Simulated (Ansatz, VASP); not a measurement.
One calculation of Ta, two programs

```
Ta
1.0
     2.72935    0.00000    0.00000
    -1.36468    2.36369    0.00000
     0.00000    0.00000    5.83398
Ta
2
Direct
  0.66667 0.33333 0.75000
  0.33333 0.66667 0.25000
```

Alike in both runs: task single point; functional LDA; k mesh 21 × 21 × 10; occupations gaussian, width 0.15 eV; no spin polarisation.

|  | VASP | Ansatz |
| --- | --- | --- |
| version | VASP 6.6.1 | Ansatz 0.2.0 |
| potentials or method | VASP PAW LDA potentials, release 64 (Ta_pv), cutoff 520 eV | scalar-relativistic, plane waves, PAW |
| valence electrons in the cell | 22 | 26 |

|  | VASP | Ansatz | Ansatz less VASP |
| --- | --- | --- | --- |
| gap on the k mesh at the Fermi level (eV) | none | none | - |
| pressure (GPa) | -3.5 | -4.2 | -0.71 |
| traceless stress, the component that is largest in VASP (GPa) | -24.80 | -24.47 | +0.335 |

LDA's correlation is that of Perdew and Zunger in VASP and of Perdew and Wang (1992) in Ansatz. A gap of «none» marks a metal or a gap that the smearing closes. VASP's potentials hold 22 valence electrons a cell and Ansatz's 26, so a difference there can come from the potentials and not from the codes.

Spin-orbit coupling is off throughout.
